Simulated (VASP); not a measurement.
# C (Fd-3m) in VASP: a series of runs

The runs below take C through single point, with LDA.

All numbers are computed with VASP 6.6.1; they aren't measurements. Logs are shortened: lines on timing, memory, paths and dates and some standing lists are left out, and cuts for length are marked.

## 1. The cell of the first run

It takes space group Fd-3m (No. 227, cubic). The conventional cell has a = 3.567 Å, b = 3.567 Å, c = 3.567 Å, α = 90.00°, β = 90.00°, γ = 90.00°. Within 2.1 Å of C (site symmetry -43m) lie 4 C at 1.54 Å.

## 2. Single point, LDA

INCAR reads:

```
ALGO     = Normal         # electronic algorithm
EDIFF    = 1E-7           # SCF threshold, eV
ENCUT    = 520            # plane-wave cutoff, eV
ISIF     = 2              # what is computed and relaxed
ISMEAR   = 0              # smearing method
LASPH    = True           # aspherical terms in the spheres
LCHARG   = False          # write CHGCAR
LREAL    = False          # projectors in reciprocal space
LWAVE    = False          # write WAVECAR
NBANDS   = 11             # bands
NELM     = 80             # most SCF steps
PREC     = Accurate       # precision mode
SIGMA    = 0.1            # smearing width, eV
```

KPOINTS reads:

```
k-points
0
Gamma
  8 8 8
```

POSCAR reads:

```
C
1.0
    0.0000000000      1.7834000000      1.7834000000
    1.7834000000      0.0000000000      1.7834000000
    1.7834000000      1.7834000000      0.0000000000
C
2
Direct
    0.5000000000      0.5000000000      0.5000000000
    0.7500000000      0.7500000000      0.7500000000
```

Potentials or basis: VASP PAW LDA potentials, release 64 (C).

The run is started by

```
$ cat potpaw_LDA.64/C/POTCAR > POTCAR
$ mpirun -np 1 vasp_std > vasp.out
```

OUTCAR:

```text
EDIFF = 1E-7
   ENCUT = 520
   ISIF = 2
   ISMEAR = 0
   LASPH = True
   LREAL = False
   NELM = 80
   PREC = Accurate

 ion  position               nearest neighbor table
   1  0.500  0.500  0.500-   2 1.54   2 1.54   2 1.54   2 1.54
   2  0.750  0.750  0.750-   1 1.54   1 1.54   1 1.54   1 1.54

  LATTYP: Found a face centered cubic cell.
 ALAT       =     3.5668000000

  Lattice vectors:

 A1 = (   0.0000000000,   1.7834000000,   1.7834000000)
 A2 = (   1.7834000000,   0.0000000000,   1.7834000000)
 A3 = (   1.7834000000,   1.7834000000,   0.0000000000)

Analysis of symmetry for initial positions (statically):
[... 5 lines left out ...]
 face centered cubic supercell.

 Subroutine GETGRP returns: Found 48 space group operations
 (whereof 24 operations were pure point group operations)
 out of a pool of 48 trial point group operations.

The static configuration has the point symmetry T_d .
 The point group associated with its full space group is O_h .

Analysis of symmetry for dynamics (positions and initial velocities):
[... 5 lines left out ...]
 face centered cubic supercell.

 Subroutine GETGRP returns: Found 48 space group operations
 (whereof 24 operations were pure point group operations)
 out of a pool of 48 trial point group operations.

The dynamic configuration has the point symmetry T_d .
 The point group associated with its full space group is O_h .

 Subroutine INISYM returns: Found 48 space group operations
 (whereof 24 operations are pure point group operations),
 and found     1 'primitive' translations

----------------------------------------------------------------------------------------

                                     Primitive cell

  volume of cell :      11.3443

  direct lattice vectors                    reciprocal lattice vectors
     0.000000000  1.783400000  1.783400000    -0.280363351  0.280363351  0.280363351
     1.783400000  0.000000000  1.783400000     0.280363351 -0.280363351  0.280363351
     1.783400000  1.783400000  0.000000000     0.280363351  0.280363351 -0.280363351

  length of vectors
     2.522108467  2.522108467  2.522108467     0.485603568  0.485603568  0.485603568

  position of ions in fractional coordinates (direct lattice)
     0.500000000  0.500000000  0.500000000
     0.750000000  0.750000000  0.750000000

  ion indices of the primitive-cell ions
   primitive index   ion index
                 1           1
                 2           2

----------------------------------------------------------------------------------------

 KPOINTS: k-points

Automatic generation of k-mesh.
 Grid dimensions read from file:
 generate k-points for:    8    8    8

 Generating k-lattice:

  Cartesian coordinates                     Fractional coordinates (reciprocal lattice)
    -0.035045419  0.035045419  0.035045419     0.125000000  0.000000000  0.000000000
     0.035045419 -0.035045419  0.035045419     0.000000000  0.125000000  0.000000000
     0.035045419  0.035045419 -0.035045419     0.000000000  0.000000000  0.125000000

  Length of vectors
     0.060700446  0.060700446  0.060700446

  Shift w.r.t. Gamma in fractional coordinates (k-lattice)
     0.000000000  0.000000000  0.000000000

 Subroutine IBZKPT returns following result:
 ===========================================

 Found     29 irreducible k-points:

 Following reciprocal coordinates:
            Coordinates               Weight
  0.000000  0.000000  0.000000      1.000000
  0.125000  0.000000  0.000000      8.000000
  0.250000  0.000000  0.000000      8.000000
  0.375000  0.000000  0.000000      8.000000
  0.500000  0.000000  0.000000      4.000000
  0.125000  0.125000  0.000000      6.000000
[... 16 lines left out ...]
  0.500000  0.250000  0.125000     48.000000
 -0.375000  0.250000  0.125000     24.000000
 [... further k-points ...]
   k-points           NKPTS =     29   k-points in BZ     NKDIM =     29   number of bands    NBANDS=     11
   number of dos      NEDOS =    301   number of ions     NIONS =      2
   total plane-waves  NPLWV =   8000
   dimension x,y,z NGX =    20 NGY =   20 NGZ =   20
   dimension x,y,z NGXF=    40 NGYF=   40 NGZF=   40
   ions per type =               2
   NGX,Y,Z   is equivalent  to a cutoff of  13.18, 13.18, 13.18 a.u.
   NGXF,Y,Z  is equivalent  to a cutoff of  26.37, 26.37, 26.37 a.u.
 SYSTEM =  unknown system
   PREC   = accura    normal or accurate (medium, high low for compatibility)
   ISTART =      0    job   : 0-new  1-cont  2-samecut
   ICHARG =      2    charge: 1-file 2-atom 10-const
   ISPIN  =      1    spin polarized calculation?
   LNONCOLLINEAR =      F non collinear calculations
   LSORBIT =      F    spin-orbit coupling
   LASPH  =      T    aspherical Exc in radial PAW
   ENCUT  =  520.0 eV  38.22 Ry    6.18 a.u.   4.69  4.69  4.69*2*pi/ulx,y,z
   NELM   =     80;   NELMIN=  2; NELMDL= -5     # of ELM steps
   EDIFF  = 0.1E-06   stopping-criterion for ELM
   LREAL  =      F    real-space projection
   EDIFFG = 0.1E-05   stopping-criterion for IOM
   NSW    =      0    number of steps for IOM
   IBRION =     -1    ionic relax: 0-MD 1-quasi-New 2-CG
   NFREE  =      0    steps in history (QN), initial steepest desc. (CG)
   ISIF   =      2    stress and relaxation
   ISYM   =      2    0-nonsym 1-usesym 2-fastsym
   POTIM  = 0.5000    time-step for ionic-motion
   TEBEG  =    0.0;   TEEND  =   0.0 temperature during run
   PSTRESS=    0.0 pullay stress
   NELECT =       8.0000    total number of electrons
   NUPDOWN=      -1.0000    fix difference up-down
   EMIN   =  10.00;   EMAX   =-10.00  energy-range for DOS
   EFERMI =   0.00;   METHOD = LEGACY
   ISMEAR =     0;   SIGMA  =   0.10  broadening in eV -4-tet -1-fermi 0-gaus
   EFERMI_NEDOS =   21; number of points for ismear=-14 and -15
   IALGO  =     38    algorithm
   IMIX   =      4    mixing-type and parameters
     AMIX     =   0.40;   BMIX     =  1.00
     AMIX_MAG =   1.60;   BMIX_MAG =  1.00
  volume/ion in A,a.u.               =       5.67        38.28
  Fermi-wavevector in a.u.,A,eV,Ry     =   1.457178  2.753668 28.890189  2.123369
  Thomas-Fermi vector in A             =   2.574010
   LORBIT       =      0    0 simple, 1 ext, 2 COOP (PROOUT), +10 PAW based schemes
   GGA     = CA    functional components
   LHFCALC =     F    Hartree Fock is set to
   AEXX    =    0.0000 exact exchange contribution
   IVDW    =     0    specifies the selected vdW correction
   LEPSILON=     F    determine dielectric tensor
   LRPA    =     F    only Hartree local field effects (RPA)
 non-spin polarized calculation
 Gauss-broadening in eV      SIGMA  =   0.10
  energy-cutoff  :      520.00
  volume of cell :       11.34
 maximum number of plane-waves:       314
   NGX =  9   NGY =  9   NGZ =  9

 number of electron       7.9999999 magnetization

 Free energy of the ion-electron system (eV)
  ---------------------------------------------------
  ext. energy  EPLUGINS =         0.00000000
  ---------------------------------------------------
  free energy    TOTEN  =       -20.23442688 eV

  energy without entropy =      -20.23442688  energy(sigma->0) =      -20.23442688

 E-fermi :  10.2767     XC(G=0): -13.4993

 val. band max:        9.7234928898   @ k =   0.0000   0.0000   0.0000
 cond. band min:      13.8224925853   @ k =   0.3750   0.3750   0.0000
 fundamental gap:      4.0989996956
 Fermi energy:        10.2767334721

 k-point     1 :       0.0000    0.0000    0.0000
  band No.  band energies     occupation
      1     -11.5948      2.00000
      2       9.7235      2.00000
      3       9.7235      2.00000
      4       9.7235      2.00000
      5      15.2656      0.00000
      6      15.2656      0.00000
      7      15.2656      0.00000
      8      23.2789      0.00000
      9      28.7260      0.00000
     10      36.3524      0.00000
     11      36.3525      0.00000

 k-point     2 :       0.1250    0.0000    0.0000
  band No.  band energies     occupation
      1     -11.1628      2.00000
      2       7.3345      2.00000
      3       9.0728      2.00000
      4       9.0728      2.00000
      5      16.1192      0.00000
      6      16.1192      0.00000
      7      16.5652      0.00000
      8      23.5723      0.00000
      9      29.3548      0.00000
     10      33.1396      0.00000
     11      33.1396      0.00000

 k-point     3 :       0.2500    0.0000    0.0000
  band No.  band energies     occupation
      1      -9.8798      2.00000
      2       3.1894      2.00000
      3       7.9838      2.00000
      4       7.9838      2.00000
      5      17.4479      0.00000
      6      17.4479      0.00000
      7      17.9159      0.00000
      8      24.3122      0.00000
      9      30.1173      0.00000
     10      32.0385      0.00000
     11      32.0385      0.00000

 k-point     4 :       0.3750    0.0000    0.0000
  band No.  band energies     occupation
      1      -7.8071      2.00000
      2      -0.8812      2.00000
      3       7.2056      2.00000
      4       7.2056      2.00000
      5      18.0347      0.00000
      6      18.0347      0.00000
      7      18.5526      0.00000
      8      24.9556      0.00000
      9      30.5801      0.00000
     10      33.6073      0.00000
     11      33.6073      0.00000
[... 239 lines left out ...]
 k-point    22 :       0.3750    0.2500    0.1250
  band No.  band energies     occupation
      1      -8.7545      2.00000
      2       3.3081      2.00000
      3       4.2311      2.00000
      4       6.8567      2.00000
      5      16.2496      0.00000
      6      19.6902      0.00000
      7      21.2049      0.00000
      8      21.4412      0.00000
      9      30.3098      0.00000
     10      30.9357      0.00000
     11      35.2592      0.00000

 k-point    23 :       0.5000    0.2500    0.1250
  band No.  band energies     occupation
      1      -6.7221      2.00000
      2      -0.0376      2.00000
      3       3.4872      2.00000
      4       5.6525      2.00000
      5      17.6144      0.00000
      6      19.2935      0.00000
      7      22.1113      0.00000
      8      22.9443      0.00000
      9      29.5881      0.00000
     10      31.8665      0.00000
     11      35.6207      0.00000

 k-point    24 :      -0.3750    0.2500    0.1250
  band No.  band energies     occupation
      1      -4.7506      2.00000
      2      -2.6040      2.00000
      3       3.4664      2.00000
      4       5.0363      2.00000
      5      17.8956      0.00000
      6      19.1750      0.00000
      7      22.7580      0.00000
      8      24.4393      0.00000
      9      27.7770      0.00000
     10      33.3457      0.00000
     11      35.8635      0.00000

 [... further k-points ...]
[... 5 lines left out ...]
  --------------------------------------------------------------------------------------
  -------------------------------------------------------------------------------------
  Total       -0.8249877     -0.8249877     -0.8249877      0.0000000      0.0000000     -0.0000000
  in kB     -116.5149794   -116.5149794   -116.5149794      0.0000000      0.0000000     -0.0000000
  external PRESSURE =    -116.5149794 kB  Pullay stress =       0.0000000 kB

 VOLUME and BASIS-vectors are now :
 -----------------------------------------------------------------------------
  energy-cutoff  :      520.00
  volume of cell :       11.34
      direct lattice vectors                 reciprocal lattice vectors
     0.000000000  1.783400000  1.783400000    -0.280363351  0.280363351  0.280363351
     1.783400000  0.000000000  1.783400000     0.280363351 -0.280363351  0.280363351
     1.783400000  1.783400000  0.000000000     0.280363351  0.280363351 -0.280363351

 POSITION                                       TOTAL-FORCE (eV/Angst)
 -----------------------------------------------------------------------------------
      1.78340      1.78340      1.78340         0.000000      0.000000      0.000000
      2.67510      2.67510      2.67510        -0.000000     -0.000000     -0.000000
 -----------------------------------------------------------------------------------
    total drift:                                0.000000     -0.000000      0.000000

  FREE ENERGIE OF THE ION-ELECTRON SYSTEM (eV)
  ---------------------------------------------------
  free  energy   TOTEN  =       -20.2344268835 eV

  energy  without entropy=      -20.2344268835  energy(sigma->0) =      -20.23442688
```

Wall time 1.8 s (1 thread of Intel Xeon 6975P-C (Granite Rapids), shared host); peak memory 0.11 GiB.

Results:

| Quantity | Value |
| --- | --- |
| Free energy | -20.2344 eV |
| Pressure | -11.7 GPa |
| Band gap on the k mesh | 4.10 eV, indirect (least direct gap 5.54 eV) |

Levels at points of the mesh, in eV from the valence-band top:
```csv
k point,band 2,band 3,band 4,band 5,band 6,band 7
"(0.00, 0.00, 0.00)",0.00,0.00,0.00,5.54,5.54,5.54
"(0.50, 0.00, 0.00)",-13.36,-2.79,-2.79,8.38,8.38,9.01
"(0.50, 0.50, 0.00)",-12.61,-6.29,-6.29,4.70,4.70,16.63
```

## 3. Single point, LDA

This run uses another cell than the first one, of 5.51 Å³/atom, 0.971 times its volume.

INCAR reads:

```
PREC = Accurate ; ENCUT = 520
EDIFF = 1E-7 ; ISMEAR = 0
SIGMA = 0.1 ; LREAL = F
LASPH = T ; NELM = 80
ALGO = Normal ; ISIF = 2
LWAVE = F ; LCHARG = F
GGA = CA ; NBANDS = 11
```

KPOINTS reads:

```
Automatic mesh
0
Gamma
  10 10 10
```

POSCAR reads:

```
C
1.0
    0.0000000000      1.7657489861      1.7657489861
    1.7657489861      0.0000000000      1.7657489861
    1.7657489861      1.7657489861      0.0000000000
C
2
Direct
    0.5000000000      0.5000000000      0.5000000000
    0.7500000000      0.7500000000      0.7500000000
```

Potentials or basis: VASP PAW LDA potentials, release 64 (C).

The run is started by

```
$ cat potpaw_LDA.64/C/POTCAR > POTCAR
$ mpirun -np 1 vasp_std > vasp.out
```

Run time: 2.4 s. Hardware: 1 thread of Intel Xeon 6975P-C (Granite Rapids), shared host; peak memory 0.11 GiB.

Results (log left out):

```
Free energy            : -20.2451 eV
Pressure               : 1.7 GPa
Band gap on the k mesh : 4.20 eV, indirect (least direct gap 5.63 eV)
```

Levels at points of the mesh, in eV from the valence-band top:
```
           k point  band 1  band 2  band 3  band 4  band 5  band 6  band 7  band 8  band 9
(0.00, 0.00, 0.00)  -21.72    0.00    0.00    0.00    5.63    5.63    5.63   14.24   19.40
(0.50, 0.00, 0.00)  -15.70  -13.69   -2.87   -2.87    8.51    8.51    9.42   15.68   21.96
(0.50, 0.50, 0.00)  -12.82  -12.82   -6.47   -6.47    4.77    4.77   17.08   17.08   23.49
```

## 4. Single point, LDA

This run uses another cell than the first one, of 5.51 Å³/atom, 0.971 times its volume.

INCAR reads:

```
SYSTEM = C
  ALGO = Normal
  EDIFF = 1E-6
  ENCUT = 520
  ISIF = 2
  ISMEAR = 0
  LASPH = .True.
  LCHARG = .False.
  LREAL = .False.
  LWAVE = .False.
  NBANDS = 11
  NELM = 100
  PREC = Accurate
  SIGMA = 0.02
```

KPOINTS reads:

```
k-points
0
Gamma
  12 12 12
  0 0 0
```

POSCAR reads:

```
C
1.0
    0.0000000000      1.7657330654      1.7657330654
    1.7657330654      0.0000000000      1.7657330654
    1.7657330654      1.7657330654      0.0000000000
C
2
Direct
    0.5000000000      0.5000000000      0.5000000000
    0.7500000000      0.7500000000      0.7500000000
```

The run is started by

```
$ cat potpaw_LDA.64/C/POTCAR > POTCAR
$ mpirun -np 1 vasp_std > vasp.out
```

Wall time 3.3 s (1 thread of Intel Xeon 6975P-C (Granite Rapids), shared host); peak memory 0.11 GiB.

The run converged. Its results:

* Free energy: -20.2452 eV
* Pressure: 1.7 GPa
* Band gap on the k mesh: 4.20 eV, indirect (least direct gap 5.63 eV)

Levels at points of the mesh, in eV from the valence-band top:
| k point | band 1 | band 2 | band 3 | band 4 | band 5 | band 6 | band 7 | band 8 | band 9 |
| --- | --- | --- | --- | --- | --- | --- | --- | --- | --- |
| (0.00, 0.00, 0.00) | -21.72 | 0.00 | 0.00 | 0.00 | 5.63 | 5.63 | 5.63 | 14.24 | 19.40 |
| (0.50, 0.00, 0.00) | -15.70 | -13.69 | -2.87 | -2.87 | 8.51 | 8.51 | 9.42 | 15.68 | 21.96 |
| (0.50, 0.50, 0.00) | -12.82 | -12.82 | -6.47 | -6.47 | 4.77 | 4.77 | 17.08 | 17.08 | 23.49 |

## 5. Summary

| cell | k mesh | smearing | gap on the mesh (eV) | pressure (GPa) |
| --- | --- | --- | --- | --- |
| a = 2.522 Å, angles 60.0°, 2 atoms | 8 × 8 × 8 | gaussian 0.1 eV | 4.10 | -11.7 |
| a = 2.497 Å, angles 60.0°, 2 atoms | 10 × 10 × 10 | gaussian 0.1 eV | 4.20 | 1.7 |
| a = 2.497 Å, angles 60.0°, 2 atoms | 12 × 12 × 12 | gaussian 0.02 eV | 4.20 | 1.7 |

Alike in all rows: task single point; level LDA; potentials or basis VASP PAW LDA potentials, release 64 (C); no spin polarisation; cutoff (eV) 520.

Absolute energies hang on the potentials; compare differences alone.
